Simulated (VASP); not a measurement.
The system is K2S.

```
S K
1.0
     0.00000    3.70276    3.70276
     3.70276    0.00000    3.70276
     3.70276    3.70276    0.00000
S K
1 2
Direct
  0.00000 0.00000 0.00000
  0.25000 0.25000 0.25000
  0.75000 0.75000 0.75000
```

Base run:

* Program: VASP 6.6.1
* Functional: PBEsol
* Potentials or basis: VASP PAW PBE potentials, release 64 (S, K_sv)
* Cutoff: 500 eV
* k mesh: 4 × 4 × 4
* Occupations: gaussian, width 0.01 eV
* Spin: no spin polarisation

Its results: band gap on the k mesh 2.28 eV, indirect (least direct gap 2.48 eV); pressure -0.5 GPa.

Problem. The run is repeated on the same cell with these changes: functional from PBEsol to PBE; k mesh from 4 × 4 × 4 to 2 × 2 × 2. What comes out?

Solution. Band gap on the k mesh 2.35 eV, indirect (least direct gap 2.55 eV); pressure 0.5 GPa.

Several settings changed at once, so the effect can't be laid on one alone.

Caveats: some runs use coarse meshes; the PAW data sets were made with another functional, which shifts forces and pressure a little (some runs).

A k mesh can miss the band edges.
